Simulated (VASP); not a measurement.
V, 1 atom in the cell. It takes space group Im-3m (No. 229, cubic). The conventional cell has a = 3.026 Å, b = 3.026 Å, c = 3.026 Å, α = 90.00°, β = 90.00°, γ = 90.00°. V (site symmetry m-3m) has 14 V at 2.62 to 3.03 Å within 3.5 Å. 

```yaml
Program: VASP 6.6.1
Task: single point
Functional: r2SCAN
Potentials_or_basis: VASP PAW PBE potentials, release 64 (V_sv)
Cutoff: 520 eV
k_mesh: 12 × 12 × 12
Occupations: fermi-dirac, width 0.1 eV
Spin: collinear spin, ferromagnetic start
Starting_moments: "[0.54] μB"
Fixed_moment: 0.54 μB
Dipole_correction: no
Further_INCAR_settings: ALGO = Normal; EDIFF = 1e-07; NBANDS = 16
```

Potentials or basis: VASP PAW PBE potentials, release 64 (V_sv).

Command:

```console
$ cat potpaw_PBE.64/V_sv/POTCAR > POTCAR
$ cp INCAR.step1 INCAR
$ mpirun -np 1 vasp_std > vasp.out
$ cp INCAR.step2 INCAR
$ mpirun -np 1 vasp_std > vasp.out
```

Hardware: 1 thread of Intel Xeon 8259CL, with other jobs on the host.

Task: How long does it take, and how much memory?

Result: It took 3.7 min on 1 thread of Intel Xeon 8259CL, with other jobs on the host, peak memory 0.15 GiB. Counts: k points 72.
